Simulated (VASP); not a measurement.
# SrO: relaxation of cell and atoms with PBE

SrO:

```
Sr O
1.0
     3.23681    0.00000    0.00000
    -1.61841    2.80316    0.00000
     0.00000    0.00000    7.83786
Sr O
2 2
Direct
  0.00000 0.00000 0.79924
  0.00000 0.00000 0.20076
  0.33333 0.66667 0.00000
  0.66667 0.33333 0.00000
```

```yaml
Program: VASP 6.6.1
Task: relaxation of cell and atoms
Functional: PBE
Potentials_or_basis: VASP PAW PBE potentials, release 64 (Sr_sv, O)
Cutoff: 600 eV
k_mesh: 6 × 6 × 2
Occupations: gaussian, width 0.1 eV
Spin: no spin polarisation
Dipole_correction: no
Further_INCAR_settings: ALGO = Normal; EDIFF = 1e-06; IBRION = 2; EDIFFG = -0.04; NSW = 90; ISIF = 3
```

| Property | Result |
| --- | --- |
| Relaxed volume | 24.06 Å³/atom |
| Relaxed cell | a = 3.920 Å, b = 3.920 Å, c = 7.232 Å, α = 90.00°, β = 90.00°, γ = 120.00° |
| Space group after relaxing (to 0.05 Å) | P6/mmm (No. 191) |
| Energy gained by relaxing | 1082.1 meV/atom |
| Ionic steps | 10 |
| Pressure after relaxing | 0.0 GPa |
| Largest force after relaxing | 0.025 eV/Å |
| Band gap on the k mesh | zero (band 16 reaches 2.97 eV, above the bottom of band 17 at 1.17 eV) |

Forces in eV/Å, atoms in the order of the input:
```
Sr   0.000  0.000 -0.025
Sr   0.000  0.000  0.025
O    0.000  0.000  0.000
O    0.000  0.000  0.000
```

Stress tensor (GPa, compression positive):
```
 0.04  0.00  0.00
 0.00  0.04  0.00
 0.00  0.00 -0.09
```

The path:
```tsv
step	energy change (eV)	largest force (eV/Å)	pressure (GPa)	volume (Å³)
1	0.0000	0.5814	33.56	71.12
2	-3.6692	1.7488	-7.72	114.46
3	-3.9315	1.6740	-2.77	101.74
4	-3.9360	1.6999	-3.50	103.23
5	-4.2998	0.1680	-1.44	98.65
6	-4.3082	0.1121	-1.78	99.25
7	-4.3271	0.1020	0.51	95.62
8	-4.3284	0.0588	-0.02	96.34
9	-4.3283	0.0615	0.02	96.28
10	-4.3286	0.0245	0.00	96.26
```

Final structure:
```xyz
4
Lattice="3.9204 0.0000 0.0000 -1.9602 3.3951 0.0000 0.0000 0.0000 7.2319" Properties=species:S:1:pos:R:3 pbc="T T T"
Sr    0.0000    0.0000    5.8230
Sr    0.0000    0.0000    1.4088
O     0.0000    2.2634    0.0000
O     1.9602    1.1317    0.0000
```

Levels at points of the mesh, in eV from the Fermi level:
```
           k point  band 13  band 14  band 15  band 16  band 17  band 18  band 19  band 20
(0.00, 0.00, 0.00)    -3.89    -1.64    -1.12    -0.90    -0.90     2.05     2.97     4.52
(0.50, 0.00, 0.00)    -2.64    -2.50    -0.70     0.23     0.76     1.21     2.70     3.67
(0.00, 0.00, 0.50)    -3.89    -1.12    -0.92    -0.89    -0.89     1.18     3.68     4.84
(0.50, 0.00, 0.50)    -2.67    -2.50    -0.65     0.23     0.91     1.78     2.94     3.03
```

It took 2.1 min on 1 thread of Intel(R) Xeon(R) 6975P-C (Granite Rapids), with other jobs on the host, peak memory 0.23 GiB.

Caveat: the k points lie up to 0.43 Å⁻¹ apart in the final cell; the volume moved by over 15 % at a fixed basis, so the end points are rough.
